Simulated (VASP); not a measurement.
# Hf2O (P6_3/mmc) in VASP: relaxation of cell and atoms with r2SCAN

Aim: the relaxation of cell and atoms of Hf2O with r2SCAN.

All numbers are computed with VASP 6.6.1; they aren't measurements. Logs are shortened: lines on timing, memory, paths and dates and some standing lists are left out, and cuts for length are marked.

## (1) The cell of the first run

Symmetry: P6_3/mmc, No. 194, hexagonal system. Conventional cell: a = 3.148 Å, b = 3.148 Å, c = 10.822 Å, α = 90.00°, β = 90.00°, γ = 120.00°. Within 3.2 Å of Hf (site symmetry 3m) lie 3 O at 2.36 Å and 10 Hf at 3.00 to 3.15 Å. O (site symmetry -6m2) has 6 Hf at 2.36 Å and 6 O at 3.15 Å within 3.2 Å.

## (2) Relaxation of cell and atoms, r2SCAN

The input, POSCAR:

```
Hf2O
1.0
    3.1476945276      0.0000000000      0.0000000000
   -1.5738472638      2.7259834242      0.0000000000
    0.0000000000      0.0000000000     10.8216971876
Hf O
4 2
Direct
    0.6666666667      0.3333333333      0.8897517325
    0.3333333333      0.6666666667      0.3897517325
    0.6666666667      0.3333333333      0.6102482675
    0.3333333333      0.6666666667      0.1102482675
    0.0000000000      0.0000000000      0.7500000000
    0.0000000000      0.0000000000      0.2500000000
```

The input, INCAR.step1:

```
ALGO     = Normal         # electronic algorithm
EDIFF    = 1E-4           # SCF threshold, eV
ENCUT    = 600            # plane-wave cutoff, eV
GGA      = PE             # functional
ISMEAR   = 0              # smearing method
LASPH    = T              # aspherical terms in the spheres
LCHARG   = F              # write CHGCAR
LREAL    = F              # projectors in reciprocal space
LWAVE    = T              # write WAVECAR
NELM     = 100            # most SCF steps
PREC     = Accurate       # precision mode
SIGMA    = 0.1            # smearing width, eV
```

The input, INCAR.step2:

```
ALGO     = Normal         # electronic algorithm
EDIFF    = 1E-6           # SCF threshold, eV
EDIFFG   = -0.01          # ionic threshold
ENCUT    = 600            # plane-wave cutoff, eV
IBRION   = 2              # ionic algorithm
ISIF     = 3              # what is computed and relaxed
ISMEAR   = 0              # smearing method
ISTART   = 1            
LASPH    = T              # aspherical terms in the spheres
LCHARG   = F              # write CHGCAR
LMIXTAU  = T            
LREAL    = F              # projectors in reciprocal space
LWAVE    = F              # write WAVECAR
METAGGA  = R2SCAN         # meta-GGA
NELM     = 100            # most SCF steps
NSW      = 80             # ionic steps
PREC     = Accurate       # precision mode
SIGMA    = 0.1            # smearing width, eV
```

The input, KPOINTS:

```
k-points
0
Gamma
  12 12 4
```

Potentials or basis: VASP PAW PBE potentials, release 64 (Hf_pv, O).

Started as:

```sh
cat potpaw_PBE.64/Hf_pv/POTCAR potpaw_PBE.64/O/POTCAR > POTCAR
cp INCAR.step1 INCAR
mpirun -np 1 vasp_std > vasp.out
cp INCAR.step2 INCAR
mpirun -np 1 vasp_std > vasp.out
```

OUTCAR:

```text
EDIFF = 1E-6
   EDIFFG = -0.01
   ENCUT = 600
   IBRION = 2
   ISIF = 3
   ISMEAR = 0
   ISTART = 1
   LASPH = T
   LREAL = F
   METAGGA = R2SCAN
   NELM = 100
   NSW = 80
   PREC = Accurate

 ion  position               nearest neighbor table
   1  0.667  0.333  0.890-   5 2.36   5 2.36   5 2.36   4 3.00   4 3.00   4 3.00   3 3.02
   2  0.333  0.667  0.390-   6 2.36   6 2.36   6 2.36   3 3.00   3 3.00   3 3.00   4 3.02
   3  0.667  0.333  0.610-   5 2.36   5 2.36   5 2.36   2 3.00   2 3.00   2 3.00   1 3.02
   4  0.333  0.667  0.110-   6 2.36   6 2.36   6 2.36   1 3.00   1 3.00   1 3.00   2 3.02
   5  0.000  0.000  0.750-   1 2.36   3 2.36   1 2.36   3 2.36   1 2.36   3 2.36
   6  0.000  0.000  0.250-   2 2.36   4 2.36   2 2.36   4 2.36   2 2.36   4 2.36

  LATTYP: Found a hexagonal cell.
 ALAT       =     3.1476945276
 C/A-ratio  =     3.4379756653

  Lattice vectors:

 A1 = (   3.1476945276,   0.0000000000,   0.0000000000)
 A2 = (  -1.5738472638,   2.7259834242,   0.0000000000)
 A3 = (   0.0000000000,   0.0000000000,  10.8216971876)

Analysis of symmetry for initial positions (statically):
=====================================================================
 Subroutine PRICEL returns:
 Original cell was already a primitive cell.

 Routine SETGRP: Setting up the symmetry group for a
 hexagonal supercell.

 Subroutine GETGRP returns: Found 24 space group operations
 (whereof 12 operations were pure point group operations)
 out of a pool of 24 trial point group operations.

The static configuration has the point symmetry D_3d.
 The point group associated with its full space group is D_6h.

Analysis of symmetry for dynamics (positions and initial velocities):
=====================================================================
 Subroutine PRICEL returns:
 Original cell was already a primitive cell.

 Routine SETGRP: Setting up the symmetry group for a
 hexagonal supercell.

 Subroutine GETGRP returns: Found 24 space group operations
 (whereof 12 operations were pure point group operations)
 out of a pool of 24 trial point group operations.

The dynamic configuration has the point symmetry D_3d.
 The point group associated with its full space group is D_6h.

 Subroutine INISYM returns: Found 24 space group operations
 (whereof 12 operations are pure point group operations),
 and found     1 'primitive' translations

----------------------------------------------------------------------------------------

                                     Primitive cell

[... 108 lines left out ...]
   PSTRESS=    0.0 pullay stress
   NELECT =      52.0000    total number of electrons
   NUPDOWN=      -1.0000    fix difference up-down
   EMIN   =  10.00;   EMAX   =-10.00  energy-range for DOS
   EFERMI =   0.00;   METHOD = LEGACY
   ISMEAR =     0;   SIGMA  =   0.10  broadening in eV -4-tet -1-fermi 0-gaus
   EFERMI_NEDOS =   21; number of points for ismear=-14 and -15
   IALGO  =     38    algorithm
   IMIX   =      4    mixing-type and parameters
     AMIX     =   0.40;   BMIX     =  1.00
     AMIX_MAG =   1.60;   BMIX_MAG =  1.00
  volume/ion in A,a.u.               =      15.48       104.44
  Fermi-wavevector in a.u.,A,eV,Ry     =   1.349394  2.549986 24.774374  1.820865
  Thomas-Fermi vector in A             =   2.476985
   LORBIT       =      0    0 simple, 1 ext, 2 COOP (PROOUT), +10 PAW based schemes
   METAGGA = R2SCAN    functional components
   LHFCALC =     F    Hartree Fock is set to
   AEXX    =    0.0000 exact exchange contribution
   IVDW    =     0    specifies the selected vdW correction
   LEPSILON=     F    determine dielectric tensor
   LRPA    =     F    only Hartree local field effects (RPA)
 conjugate gradient relaxation of ions
 non-spin polarized calculation
 Gauss-broadening in eV      SIGMA  =   0.10
  energy-cutoff  :      600.00
  volume of cell :       92.86
 maximum number of plane-waves:      3118
 NGX is ok and might be reduce to    28
   NGX = 13   NGY = 13   NGZ = 43

--------------------------------------- Ionic step        1  -------------------------------------------

 number of electron      51.9999998 magnetization

 Free energy of the ion-electron system (eV)
  ---------------------------------------------------
  ext. energy  EPLUGINS =         0.00000000
  ---------------------------------------------------
  free energy    TOTEN  =      -203.14889584 eV

  energy without entropy =     -203.13900927  energy(sigma->0) =     -203.14395256

------------------------ aborting loop because EDIFF is reached ----------------------------------------

  FORCE on cell =-STRESS in cart. coord.  units (eV):
  Direction    XX          YY          ZZ          XY          YZ          ZX
  --------------------------------------------------------------------------------------
  -------------------------------------------------------------------------------------
  Total       -1.1318891     -1.1318891     -0.6797139      0.0000000      0.0000000     -0.0000000
  in kB      -19.5300466    -19.5300466    -11.7280435      0.0000000      0.0000000     -0.0000000
  external PRESSURE =     -16.9293789 kB  Pullay stress =       0.0000000 kB
[... 147 lines left out ...]
--------------------------------------- Ionic step        5  -------------------------------------------

 number of electron      51.9999999 magnetization

 Free energy of the ion-electron system (eV)
  ---------------------------------------------------
  ext. energy  EPLUGINS =         0.00000000
  ---------------------------------------------------
  free energy    TOTEN  =      -203.15416565 eV

  energy without entropy =     -203.14433170  energy(sigma->0) =     -203.14924867

 E-fermi :   6.3627     XC(G=0): -12.7068

 val. band max:        6.3188954403   @ k =   0.2500   0.0833   0.0000
 cond. band min:       6.3765050408   @ k =   0.1667   0.0000   0.5000
 fundamental gap:      0.0576096005
 Fermi energy:         6.3626833361

 k-point     1 :       0.0000    0.0000    0.0000
  band No.  band energies     occupation
      1     -26.4612      2.00000
      2     -26.0128      2.00000
      3     -25.8803      2.00000
      4     -25.4477      2.00000
      5     -25.4477      2.00000
      6     -25.4109      2.00000
[... 805 lines left out ...]
     30       8.6212      0.00000
     31       9.0510      0.00000

 [... further k-points ...]

------------------------ aborting loop because EDIFF is reached ----------------------------------------

  FORCE on cell =-STRESS in cart. coord.  units (eV):
  Direction    XX          YY          ZZ          XY          YZ          ZX
  --------------------------------------------------------------------------------------
  -------------------------------------------------------------------------------------
  Total       -0.0178543     -0.0178543     -0.0247705      0.0000000      0.0000000     -0.0000000
  in kB       -0.3109661     -0.3109661     -0.4314245      0.0000000      0.0000000     -0.0000000
  external PRESSURE =      -0.3511189 kB  Pullay stress =       0.0000000 kB
[... 21 lines left out ...]
  FREE ENERGIE OF THE ION-ELECTRON SYSTEM (eV)
  ---------------------------------------------------
  free  energy   TOTEN  =      -203.1541656501 eV

  energy  without entropy=     -203.1443316989  energy(sigma->0) =     -203.14924867

 reached required accuracy - stopping structural energy minimisation
```

OSZICAR.step1:

```text
N       E                     dE             d eps       ncg     rms          rms(c)
DAV:   1     0.288148910758E+03    0.28815E+03   -0.32213E+04  3534   0.184E+03
DAV:   2    -0.423077496182E+02   -0.33046E+03   -0.32302E+03  4312   0.423E+02
DAV:   3    -0.633347723043E+02   -0.21027E+02   -0.20798E+02  4500   0.733E+01
DAV:   4    -0.637128334233E+02   -0.37806E+00   -0.37551E+00  4391   0.102E+01
DAV:   5    -0.637215722025E+02   -0.87388E-02   -0.87262E-02  4440   0.123E+00    0.961E+01
DAV:   6    -0.596787711659E+02    0.40428E+01   -0.23857E+01  4060   0.219E+01    0.650E+01
DAV:   7    -0.596925720108E+02   -0.13801E-01   -0.10762E+01  4055   0.179E+01    0.759E+00
DAV:   8    -0.591125067121E+02    0.58007E+00   -0.37150E+00  4117   0.890E+00    0.528E+00
DAV:   9    -0.591280059831E+02   -0.15499E-01   -0.23228E-01  4276   0.233E+00    0.205E+00
DAV:  10    -0.591228037974E+02    0.52022E-02   -0.49133E-02  4196   0.109E+00    0.851E-01
DAV:  11    -0.591222730106E+02    0.53079E-03   -0.18372E-02  4271   0.652E-01    0.333E-01
DAV:  12    -0.591218357567E+02    0.43725E-03   -0.32680E-03  3877   0.272E-01    0.142E-01
DAV:  13    -0.591218572567E+02   -0.21500E-04   -0.18858E-04  3426   0.690E-02
   1 F= -.59121857E+02 E0= -.59116979E+02  d E =-.975739E-02
```

It took 59 min on 1 thread of Oxide Virtual Turin-like, shared host; peak memory 0.35 GiB.

Results:

| Property | Result |
| --- | --- |
| Free energy | -203.1542 eV |
| Relaxed volume | 15.33 Å³/atom |
| Relaxed cell | a = 3.134 Å, b = 3.134 Å, c = 10.814 Å, α = 90.00°, β = 90.00°, γ = 120.00° |
| Space group after relaxing (to 0.1 Å) | P6_3/mmc (No. 194) |
| Energy gained by relaxing | 0.9 meV/atom |
| Ionic steps | 5 |
| Pressure after relaxing | 0.0 GPa |
| Band gap on the k mesh | zero (bands 26 and 27 overlap by 1.69 eV) |

Step by step:
| step | energy change (eV) | largest force (eV/Å) | pressure (GPa) | volume (Å³) |
| --- | --- | --- | --- | --- |
| 1 | 0.0000 | 0.0119 | -1.69 | 92.86 |
| 2 | 0.0055 | 0.0218 | 2.71 | 90.68 |
| 3 | -0.0051 | 0.0167 | 0.07 | 91.95 |
| 4 | -0.0051 | 0.0164 | 0.03 | 91.97 |
| 5 | -0.0053 | 0.0010 | -0.04 | 91.99 |

Final structure:
```yaml
crystal:
  lattice:
    - [3.13406, 0.00000, 0.00000]
    - [-1.56703, 2.71417, 0.00000]
    - [0.00000, 0.00000, 10.81423]
  atoms:
    - { symbol: Hf, position: [0.66667, 0.33333, 0.88967] }
    - { symbol: Hf, position: [0.33333, 0.66667, 0.38967] }
    - { symbol: Hf, position: [0.66667, 0.33333, 0.61033] }
    - { symbol: Hf, position: [0.33333, 0.66667, 0.11033] }
    - { symbol: O, position: [0.00000, 0.00000, 0.75000] }
    - { symbol: O, position: [0.00000, 0.00000, 0.25000] }
```

Levels at points of the mesh, in eV from the Fermi level:
| k point | band 24 | band 25 | band 26 | band 27 | band 28 | band 29 |
| --- | --- | --- | --- | --- | --- | --- |
| (0.00, 0.00, 0.00) | -1.24 | -0.46 | 1.06 | 1.06 | 1.23 | 1.23 |
| (0.50, 0.00, 0.00) | -1.76 | -1.65 | -0.99 | -0.63 | 1.13 | 2.04 |
| (0.00, 0.00, 0.50) | -2.27 | 0.72 | 0.72 | 1.01 | 1.01 | 1.01 |
| (0.50, 0.00, 0.50) | -1.97 | -1.41 | -1.41 | 0.26 | 0.26 | 2.32 |

Caveat: the PAW data sets were made with another functional, which shifts forces and pressure a little; spin-orbit coupling is left out, which moves the levels of the heavy elements.

The gap in the log of VASP goes by the Fermi energy; the results here count the filled bands.